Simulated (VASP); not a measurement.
# Cu3O2 (I4/mmm) in VASP: notebook

The runs below take Cu3O2 through relaxation of cell and atoms, single point, with PBE, PBEsol, RPBE.

Program: VASP 6.6.1. These are calculated values, not measurements. Logs are shortened: lines on timing, memory, paths and dates and some standing lists are left out, and cuts for length are marked.

## Step 1: The cell of the first run

Symmetry: I4/mmm, No. 139, tetragonal system. The conventional cell has a = 4.046 Å, b = 4.046 Å, c = 7.347 Å, α = 90.00°, β = 90.00°, γ = 90.00°. Within 2.8 Å of Cu (site symmetry 4/mmm) lie 4 O at 2.02 Å and 8 Cu at 2.73 Å. Within 2.4 Å of Cu (site symmetry -4m2) lie 2 O at 1.84 Å. Within 2.4 Å of O (site symmetry mmm) lie 4 Cu at 1.84 to 2.02 Å.

## Step 2: Relaxation of cell and atoms, PBE

Contents of INCAR:

```
  ALGO = Normal
  EDIFF = 1E-6
  EDIFFG = -0.01
  ENCUT = 600
  GGA = PE
  IBRION = 2
  ISIF = 3
  ISMEAR = -1
  LASPH = T
  LCHARG = F
  LREAL = F
  LWAVE = F
  NELM = 100
  NSW = 60
  PREC = Accurate
  SIGMA = 0.05
```

Contents of KPOINTS:

```
k-points
0
Gamma
  9 9 9
```

Contents of POSCAR:

```
Cu3O2
1.0
   -2.0229820000      2.0229820000      3.6736170000
    2.0229820000     -2.0229820000      3.6736170000
    2.0229820000      2.0229820000     -3.6736170000
Cu O
3 2
Direct
    0.0000000000      0.0000000000      0.0000000000
    0.7500000000      0.2500000000      0.5000000000
    0.2500000000      0.7500000000      0.5000000000
    0.5000000000      0.0000000000      0.5000000000
    0.0000000000      0.5000000000      0.5000000000
```

Potentials or basis: VASP PAW PBE potentials, release 64 (Cu, O).

Started as:

```sh
cat potpaw_PBE.64/Cu/POTCAR potpaw_PBE.64/O/POTCAR > POTCAR
mpirun -np 1 vasp_std > vasp.out
```

OUTCAR:

```text
EDIFF = 1E-6
   EDIFFG = -0.01
   ENCUT = 600
   GGA = PE
   IBRION = 2
   ISIF = 3
   ISMEAR = -1
   LASPH = T
   LREAL = F
   NELM = 100
   NSW = 60
   PREC = Accurate

 ion  position               nearest neighbor table
   1  0.000  0.000  0.000-   4 2.02   5 2.02   5 2.02   4 2.02   2 2.73   3 2.73   2 2.73   3 2.73
                             2 2.73   2 2.73   3 2.73   3 2.73
   2  0.750  0.250  0.500-   4 1.84   5 1.84   1 2.73   1 2.73   1 2.73   1 2.73
   3  0.250  0.750  0.500-   4 1.84   5 1.84   1 2.73   1 2.73   1 2.73   1 2.73
   4  0.500  0.000  0.500-   2 1.84   3 1.84   1 2.02   1 2.02
   5  0.000  0.500  0.500-   2 1.84   3 1.84   1 2.02   1 2.02

  LATTYP: Found a body centered tetragonal cell.
 ALAT       =     4.0459640000
 C/A-ratio  =     1.8159415160

  Lattice vectors:

 A1 = (  -2.0229820000,   2.0229820000,   3.6736170000)
 A2 = (   2.0229820000,  -2.0229820000,   3.6736170000)
 A3 = (   2.0229820000,   2.0229820000,  -3.6736170000)

Analysis of symmetry for initial positions (statically):
=====================================================================
 Subroutine PRICEL returns:
 Original cell was already a primitive cell.

 Routine SETGRP: Setting up the symmetry group for a
 body centered tetragonal supercell.

 Subroutine GETGRP returns: Found 16 space group operations
 (whereof 16 operations were pure point group operations)
 out of a pool of 16 trial point group operations.

The static configuration has the point symmetry D_4h.

Analysis of symmetry for dynamics (positions and initial velocities):
=====================================================================
 Subroutine PRICEL returns:
 Original cell was already a primitive cell.

 Routine SETGRP: Setting up the symmetry group for a
 body centered tetragonal supercell.

 Subroutine GETGRP returns: Found 16 space group operations
 (whereof 16 operations were pure point group operations)
 out of a pool of 16 trial point group operations.

The dynamic configuration has the point symmetry D_4h.

 Subroutine INISYM returns: Found 16 space group operations
 (whereof 16 operations are pure point group operations),
 and found     1 'primitive' translations

----------------------------------------------------------------------------------------

                                     Primitive cell

  volume of cell :      60.1365

  direct lattice vectors                    reciprocal lattice vectors
    -2.022982000  2.022982000  3.673617000     0.000000000  0.247159886  0.136105642
     2.022982000 -2.022982000  3.673617000     0.247159886  0.000000000  0.136105642
     2.022982000  2.022982000 -3.673617000     0.247159886  0.247159886  0.000000000

  length of vectors
     4.656218875  4.656218875  4.656218875     0.282157323  0.282157323  0.349536863

  position of ions in fractional coordinates (direct lattice)
     0.000000000  0.000000000  0.000000000
     0.750000000  0.250000000  0.500000000
     0.250000000  0.750000000  0.500000000
     0.500000000  0.000000000  0.500000000
     0.000000000  0.500000000  0.500000000

  ion indices of the primitive-cell ions
   primitive index   ion index
                 1           1
                 2           2
                 3           3
                 4           4
                 5           5

----------------------------------------------------------------------------------------

 KPOINTS: k-points

Automatic generation of k-mesh.
 Grid dimensions read from file:
 generate k-points for:    9    9    9

 Generating k-lattice:

  Cartesian coordinates                     Fractional coordinates (reciprocal lattice)
     0.000000000  0.027462210  0.015122849     0.111111111 -0.000000000  0.000000000
     0.027462210  0.000000000  0.015122849    -0.000000000  0.111111111  0.000000000
     0.027462210  0.027462210  0.000000000     0.000000000  0.000000000  0.111111111

  Length of vectors
     0.031350814  0.031350814  0.038837429

  Shift w.r.t. Gamma in fractional coordinates (k-lattice)
     0.000000000  0.000000000  0.000000000

 Subroutine IBZKPT returns following result:
 ===========================================

 Found     75 irreducible k-points:

 Following reciprocal coordinates:
            Coordinates               Weight
  0.000000  0.000000  0.000000      1.000000
  0.111111  0.000000 -0.000000      8.000000
  0.222222  0.000000 -0.000000      8.000000
  0.333333  0.000000  0.000000      8.000000
  0.444444  0.000000 -0.000000      8.000000
  0.111111  0.111111 -0.000000      8.000000
[... 16 lines left out ...]
 -0.333333  0.333333  0.000000      4.000000
  0.444444  0.444444 -0.000000      8.000000
 [... further k-points ...]
   k-points           NKPTS =     75   k-points in BZ     NKDIM =     75   number of bands    NBANDS=     27
   number of dos      NEDOS =    301   number of ions     NIONS =      5
   total plane-waves  NPLWV =  64000
   dimension x,y,z NGX =    40 NGY =   40 NGZ =   40
   dimension x,y,z NGXF=    80 NGYF=   80 NGZF=   80
   ions per type =               3   2
   NGX,Y,Z   is equivalent  to a cutoff of  14.28, 14.28, 14.28 a.u.
   NGXF,Y,Z  is equivalent  to a cutoff of  28.56, 28.56, 28.56 a.u.
 SYSTEM =  unknown system
   PREC   = accura    normal or accurate (medium, high low for compatibility)
   ISTART =      0    job   : 0-new  1-cont  2-samecut
   ICHARG =      2    charge: 1-file 2-atom 10-const
   ISPIN  =      1    spin polarized calculation?
   LNONCOLLINEAR =      F non collinear calculations
   LSORBIT =      F    spin-orbit coupling
   LASPH  =      T    aspherical Exc in radial PAW
   ENCUT  =  600.0 eV  44.10 Ry    6.64 a.u.   9.30  9.30  9.30*2*pi/ulx,y,z
   NELM   =    100;   NELMIN=  2; NELMDL= -5     # of ELM steps
   EDIFF  = 0.1E-05   stopping-criterion for ELM
   LREAL  =      F    real-space projection
   EDIFFG = -.1E-01   stopping-criterion for IOM
   NSW    =     60    number of steps for IOM
   IBRION =      2    ionic relax: 0-MD 1-quasi-New 2-CG
   NFREE  =      1    steps in history (QN), initial steepest desc. (CG)
   ISIF   =      3    stress and relaxation
   ISYM   =      2    0-nonsym 1-usesym 2-fastsym
   POTIM  = 0.5000    time-step for ionic-motion
   TEBEG  =    0.0;   TEEND  =   0.0 temperature during run
   PSTRESS=    0.0 pullay stress
   NELECT =      45.0000    total number of electrons
   NUPDOWN=      -1.0000    fix difference up-down
   EMIN   =  10.00;   EMAX   =-10.00  energy-range for DOS
   EFERMI =   0.00;   METHOD = LEGACY
   ISMEAR =    -1;   SIGMA  =   0.05  broadening in eV -4-tet -1-fermi 0-gaus
   EFERMI_NEDOS =   21; number of points for ismear=-14 and -15
   IALGO  =     38    algorithm
   IMIX   =      4    mixing-type and parameters
     AMIX     =   0.40;   BMIX     =  1.00
     AMIX_MAG =   1.60;   BMIX_MAG =  1.00
  volume/ion in A,a.u.               =      12.03        81.16
  Fermi-wavevector in a.u.,A,eV,Ry     =   1.486277  2.808656 30.055525  2.209019
  Thomas-Fermi vector in A             =   2.599583
   LORBIT       =      0    0 simple, 1 ext, 2 COOP (PROOUT), +10 PAW based schemes
   GGA     = PE    functional components
   LHFCALC =     F    Hartree Fock is set to
   AEXX    =    0.0000 exact exchange contribution
   IVDW    =     0    specifies the selected vdW correction
   LEPSILON=     F    determine dielectric tensor
   LRPA    =     F    only Hartree local field effects (RPA)
 conjugate gradient relaxation of ions
 non-spin polarized calculation
  energy-cutoff  :      600.00
  volume of cell :       60.14
 maximum number of plane-waves:      2024
 NGX is ok and might be reduce to    40
   NGX = 19   NGY = 19   NGZ = 19

--------------------------------------- Ionic step        1  -------------------------------------------

 number of electron      45.0000020 magnetization

 Free energy of the ion-electron system (eV)
  ---------------------------------------------------
  ext. energy  EPLUGINS =         0.00000000
  ---------------------------------------------------
  free energy    TOTEN  =       -22.71204900 eV

  energy without entropy =      -22.69554828  energy(sigma->0) =      -22.70379864

------------------------ aborting loop because EDIFF is reached ----------------------------------------

  FORCE on cell =-STRESS in cart. coord.  units (eV):
  Direction    XX          YY          ZZ          XY          YZ          ZX
  --------------------------------------------------------------------------------------
  -------------------------------------------------------------------------------------
  Total        0.4574254      0.4574254      0.6876623      0.0000000      0.0000000      0.0000000
  in kB       12.1868908     12.1868908     18.3209450      0.0000000      0.0000000      0.0000000
  external PRESSURE =      14.2315755 kB  Pullay stress =       0.0000000 kB
[... 98 lines left out ...]
  FREE ENERGIE OF THE ION-ELECTRON SYSTEM (eV)
  ---------------------------------------------------
  free  energy   TOTEN  =       -22.7145526750 eV

  energy  without entropy=      -22.6979593395  energy(sigma->0) =      -22.70625601

[... ionic steps 4 to 7 ...]

--------------------------------------- Ionic step        8  -------------------------------------------

 number of electron      45.0000022 magnetization

------------------------ aborting loop because EDIFF is reached ----------------------------------------

  FORCE on cell =-STRESS in cart. coord.  units (eV):
  Direction    XX          YY          ZZ          XY          YZ          ZX
  --------------------------------------------------------------------------------------
  -------------------------------------------------------------------------------------
  Total       -0.0797992     -0.0797992     -0.1108943      0.0000000     -0.0000000      0.0000000
  in kB       -2.0934037     -2.0934037     -2.9091345      0.0000000     -0.0000000      0.0000000
  external PRESSURE =      -2.3653140 kB  Pullay stress =       0.0000000 kB
[... 63 lines left out ...]
  energy  without entropy=      -22.6981311538  energy(sigma->0) =      -22.70663623

--------------------------------------- Ionic step       10  -------------------------------------------

 number of electron      45.0000022 magnetization

 Free energy of the ion-electron system (eV)
  ---------------------------------------------------
  ext. energy  EPLUGINS =         0.00000000
  ---------------------------------------------------
  free energy    TOTEN  =       -22.71514995 eV

  energy without entropy =      -22.69814698  energy(sigma->0) =      -22.70664847

 E-fermi :   4.2097     XC(G=0): -11.0920

 val. band max:        4.1950198468   @ k =  -0.2222   0.1111   0.0000
 cond. band min:       4.2175415677   @ k =  -0.3333  -0.3333   0.1111
 fundamental gap:      0.0225217210
 Fermi energy:         4.2097186066

 k-point     1 :       0.0000    0.0000    0.0000
  band No.  band energies     occupation
      1     -14.8205      2.00000
      2     -13.6379      2.00000
      3      -2.2619      2.00000
      4      -1.2303      2.00000
      5      -1.2303      2.00000
      6      -0.6764      2.00000
[... 709 lines left out ...]
     26       7.9544      0.00000
     27      11.5728      0.00000

 [... further k-points ...]

------------------------ aborting loop because EDIFF is reached ----------------------------------------

  FORCE on cell =-STRESS in cart. coord.  units (eV):
  Direction    XX          YY          ZZ          XY          YZ          ZX
  --------------------------------------------------------------------------------------
  -------------------------------------------------------------------------------------
  Total       -0.0010046     -0.0010046      0.0436194      0.0000000     -0.0000000      0.0000000
  in kB       -0.0263986     -0.0263986      1.1461988      0.0000000     -0.0000000      0.0000000
  external PRESSURE =       0.3644672 kB  Pullay stress =       0.0000000 kB
[... 20 lines left out ...]
  FREE ENERGIE OF THE ION-ELECTRON SYSTEM (eV)
  ---------------------------------------------------
  free  energy   TOTEN  =       -22.7151499509 eV

  energy  without entropy=      -22.6981469807  energy(sigma->0) =      -22.70664847

 reached required accuracy - stopping structural energy minimisation
```

Run time: 42 min. Hardware: 1 thread of Intel Xeon 8259CL, shared host; peak memory 0.3 GiB.

What came out:

```yaml
Free_energy: -22.7151 eV
Relaxed_volume: 12.19 Å³/atom
Relaxed_cell: a = 4.672 Å, b = 4.672 Å, c = 4.672 Å, α = 128.35°, β = 128.35°, γ = 76.06°
Space_group_after_relaxing_to_0.1_Å: I4/mmm (No. 139)
Energy_gained_by_relaxing: 0.6 meV/atom
Ionic_steps: 10
Pressure_after_relaxing: 0.0 GPa
Band_gap_on_the_k_mesh: zero (an odd number of electrons rules out a gap without spin polarisation)
```

Step by step:
| step | energy change (eV) | largest force (eV/Å) | pressure (GPa) | volume (Å³) |
| --- | --- | --- | --- | --- |
| 1 | 0.0000 | 0.0000 | 1.42 | 60.14 |
| 2 | -0.0013 | 0.0000 | -0.79 | 61.07 |
| 3 | -0.0025 | 0.0000 | 0.11 | 60.69 |
| 4 | -0.0030 | 0.0000 | -0.12 | 60.82 |
| 5 | -0.0031 | 0.0000 | 0.02 | 60.84 |
| 6 | -0.0031 | 0.0000 | 0.09 | 60.88 |
| 7 | -0.0031 | 0.0000 | 0.13 | 60.95 |
| 8 | -0.0030 | 0.0000 | -0.24 | 61.07 |
| 9 | -0.0031 | 0.0000 | -0.11 | 60.99 |
| 10 | -0.0031 | 0.0000 | 0.04 | 60.97 |

Final structure:
```yaml
crystal:
  lattice:
    - [-2.03521, 2.03521, 3.68004]
    - [2.03521, -2.03521, 3.68004]
    - [2.03521, 2.03521, -3.68004]
  atoms:
    - { symbol: Cu, position: [0.00000, 0.00000, 0.00000] }
    - { symbol: Cu, position: [0.75000, 0.25000, 0.50000] }
    - { symbol: Cu, position: [0.25000, 0.75000, 0.50000] }
    - { symbol: O, position: [0.50000, 0.00000, 0.50000] }
    - { symbol: O, position: [0.00000, 0.50000, 0.50000] }
```

Levels at points of the mesh, in eV from the Fermi level:
| k point | band 20 | band 21 | band 22 | band 23 | band 24 | band 25 | band 26 | band 27 |
| --- | --- | --- | --- | --- | --- | --- | --- | --- |
| (0.00, 0.00, 0.00) | -1.45 | -0.74 | -0.74 | 0.39 | 0.47 | 5.19 | 5.19 | 6.91 |

## Step 3: Single point, PBEsol

This run uses another cell than the first one, of 11.79 Å³/atom.

Contents of INCAR:

```
PREC = Accurate
ENCUT = 820
EDIFF = 1E-6
ISMEAR = -1
SIGMA = 0.05
LREAL = False
LASPH = True
NELM = 120
ALGO = Normal
ISIF = 2
LWAVE = False
LCHARG = True
GGA = PS
LELF = True
LVHAR = True
NBANDS = 42
GGA_COMPAT = False
```

Contents of KPOINTS:

```
regular mesh
0
Gamma
  8 8 8
```

POSCAR, as its differences from that of step 2:

```diff
@@ -2,5 +2,5 @@
 1.0
-   -2.0229820000      2.0229820000      3.6736170000
-    2.0229820000     -2.0229820000      3.6736170000
-    2.0229820000      2.0229820000     -3.6736170000
+   -2.0229820000      2.0229820000      3.6001446600
+    2.0229820000     -2.0229820000      3.6001446600
+    2.0229820000      2.0229820000     -3.6001446600
 Cu O
```

Potentials or basis: VASP PAW PBE potentials, release 64 (Cu_sv_GW, O).

Started as:

```sh
cat potpaw_PBE.64/Cu_sv_GW/POTCAR potpaw_PBE.64/O/POTCAR > POTCAR
mpirun -np 1 vasp_std > vasp.out
```

OUTCAR:

```text
PREC = Accurate
   ENCUT = 820
   EDIFF = 1E-6
   ISMEAR = -1
   LREAL = False
   LASPH = True
   NELM = 120
   ISIF = 2
   GGA = PS

 ion  position               nearest neighbor table
   1  0.000  0.000  0.000-   4 2.02   5 2.02   5 2.02   4 2.02
   2  0.750  0.250  0.500-   4 1.80   5 1.80
   3  0.250  0.750  0.500-   4 1.80   5 1.80
   4  0.500  0.000  0.500-   2 1.80   3 1.80   1 2.02   1 2.02
   5  0.000  0.500  0.500-   2 1.80   3 1.80   1 2.02   1 2.02

  LATTYP: Found a body centered tetragonal cell.
 ALAT       =     4.0459640000
 C/A-ratio  =     1.7796226857

  Lattice vectors:

 A1 = (  -2.0229820000,   2.0229820000,   3.6001446600)
 A2 = (   2.0229820000,  -2.0229820000,   3.6001446600)
 A3 = (   2.0229820000,   2.0229820000,  -3.6001446600)

Analysis of symmetry for initial positions (statically):
=====================================================================
 Subroutine PRICEL returns:
 Original cell was already a primitive cell.

 Routine SETGRP: Setting up the symmetry group for a
 body centered tetragonal supercell.

[... 172 lines left out ...]
 E-fermi :   4.4612     XC(G=0): -11.8995

 val. band max:        4.4491315667   @ k =  -0.1250  -0.2500   0.1250
 cond. band min:       4.4868732856   @ k =   0.1250   0.1250   0.1250
 fundamental gap:      0.0377417189
 Fermi energy:         4.4612013298

 k-point     1 :       0.0000    0.0000    0.0000
  band No.  band energies     occupation
      1    -107.6986      2.00000
      2    -107.5169      2.00000
      3    -107.5151      2.00000
      4     -65.2730      2.00000
      5     -65.2673      2.00000
      6     -65.2430      2.00000
[... 1069 lines left out ...]
     41      14.4684      0.00000
     42      16.9881      0.00000

 [... further k-points ...]

------------------------ aborting loop because EDIFF is reached ----------------------------------------

  FORCE on cell =-STRESS in cart. coord.  units (eV):
  Direction    XX          YY          ZZ          XY          YZ          ZX
  --------------------------------------------------------------------------------------
  -------------------------------------------------------------------------------------
  Total       -1.5189826     -1.5189826      0.2713033      0.0000000      0.0000000      0.0000000
  in kB      -41.2951849    -41.2951849      7.3756731      0.0000000      0.0000000      0.0000000
  external PRESSURE =     -25.0715656 kB  Pullay stress =       0.0000000 kB

 VOLUME and BASIS-vectors are now :
 -----------------------------------------------------------------------------
  energy-cutoff  :      820.00
  volume of cell :       58.93
      direct lattice vectors                 reciprocal lattice vectors
    -2.022982000  2.022982000  3.600144660     0.000000000  0.247159886  0.138883308
     2.022982000 -2.022982000  3.600144660     0.247159886  0.000000000  0.138883308
     2.022982000  2.022982000 -3.600144660     0.247159886  0.247159886  0.000000000

 POSITION                                       TOTAL-FORCE (eV/Angst)
 -----------------------------------------------------------------------------------
      0.00000      0.00000      0.00000        -0.000000      0.000000     -0.000000
      0.00000      2.02298      1.80007         0.000000     -0.000000     -0.000000
      2.02298      0.00000      1.80007        -0.000000      0.000000      0.000000
      0.00000      2.02298      0.00000        -0.000000      0.000000     -0.000000
      2.02298      0.00000      0.00000        -0.000000      0.000000     -0.000000
 -----------------------------------------------------------------------------------
    total drift:                                0.000000     -0.000000      0.000000

  FREE ENERGIE OF THE ION-ELECTRON SYSTEM (eV)
  ---------------------------------------------------
  free  energy   TOTEN  =       -25.2262901005 eV

  energy  without entropy=      -25.2059438552  energy(sigma->0) =      -25.21611698
```

stdout:

```text
POSCAR found type information on POSCAR CuO
 POSCAR found :  2 types and       5 ions
 scaLAPACK will be used
 -----------------------------------------------------------------------------
|                                                                             |
|                                                                             |
|     You enforced a specific xc type in the INCAR file but a different       |
|     I HOPE YOU KNOW WHAT YOU ARE DOING!                                     |
|                                                                             |
 -----------------------------------------------------------------------------

 LDA part: xc-table for (Slater+PW92), standard interpolation
 POSCAR, INCAR and KPOINTS ok, starting setup
 FFT: planning ... GRIDC
 FFT: planning ... GRID_SOFT
 FFT: planning ... GRID
 WAVECAR not read
 entering main loop
```

Wall time 19 min (1 thread of AMD EPYC 7R43 (Zen 3), shared host); peak memory 0.45 GiB.

Results:

```yaml
Free_energy: -25.2263 eV
Pressure: -2.5 GPa
Band_gap_on_the_k_mesh: zero (an odd number of electrons rules out a gap without spin polarisation)
```

Caveat: the PAW data sets were made with another functional, which shifts forces and pressure a little. With open d or f shells a metallic result of PBEsol can be an artefact of self-interaction; +U or a hybrid may open a gap.

[end of part 1 of 2]

The gap in the log of VASP goes by the Fermi energy; the results here count the filled bands.